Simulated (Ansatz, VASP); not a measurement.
**CaO: VASP beside Ansatz**

File INCAR:

```
  PREC = Accurate
  ENCUT = 520
  EDIFF = 1E-6
  ISMEAR = 0
  SIGMA = 0.05
  LREAL = F
  LASPH = T
  NELM = 100
  ALGO = Normal
  ISIF = 2
  LWAVE = F
  LCHARG = T
  GGA = PE
  LELF = T
  LVHAR = T
  NBANDS = 24
```

File KPOINTS:

```
Automatic mesh
0
Gamma
  9 9 6
```

The input POSCAR:

```
CaO
1.0
    4.3917257493      0.0000000000      0.0000000000
   -2.1958628747      3.0403531922      0.0000000000
    0.0000000000      0.0000000000      4.9361256247
Ca O
2 2
Direct
    0.3333333333      0.6666666667      0.7500000000
    0.6666666667      0.3333333333      0.2500000000
    0.3333333333      0.6666666667      0.2500000000
    0.6666666667      0.3333333333      0.7500000000
```

Input for Ansatz:

```yaml
crystal:
  lattice:
    - [4.3917257493, 0.0, 0.0]
    - [-2.1958628747, 3.0403531922, 0.0]
    - [0.0, 0.0, 4.9361256247]
  atoms:
    - { symbol: Ca, position: [0.3333333333, 0.6666666667, 0.75] }
    - { symbol: Ca, position: [0.6666666667, 0.3333333333, 0.25] }
    - { symbol: O, position: [0.3333333333, 0.6666666667, 0.25] }
    - { symbol: O, position: [0.6666666667, 0.3333333333, 0.75] }
basis:
  ecutwfc: 520.0
kpoints:
  mp_grid: { grid: [9, 9, 6] }
hamiltonian:
  xc: pbe
scf:
  occupations: { method: gaussian, width: 0.05 }
output:
  forces: true
  stress: true
  eigenvalues: true
```

Change from the starting cell: strain +e along x and -e along y +0.1100, strain +e along z and -e/2 along x and y +0.0267.

Alike in both runs: task single point; functional PBE; k mesh 9 × 9 × 6; occupations gaussian, width 0.05 eV; no spin polarisation.

|  | VASP | Ansatz |
| --- | --- | --- |
| version | VASP 6.6.1 | Ansatz 0.2.0 |
| potentials or method | VASP PAW PBE potentials, release 64 (Ca_sv, O), cutoff 520 eV | scalar-relativistic, plane waves, PAW |
| valence electrons in the cell | 32 | 32 |

|  | VASP | Ansatz | Ansatz less VASP |
| --- | --- | --- | --- |
| gap on the k mesh at the Fermi level (eV) | 3.43 | 3.44 | +0.010 |
| least direct gap on the mesh (eV) | 3.43 | 3.44 | +0.010 |
| pressure (GPa) | 4.5 | 3.9 | -0.57 |
| traceless stress, the component that is largest in VASP (GPa) | 15.43 | 14.95 | -0.481 |
| rms of the force components (eV/Å) | 1.267 | 1.215 | -0.0524 |

Atom by atom the forces differ by 0.053 eV/Å (rms over components).
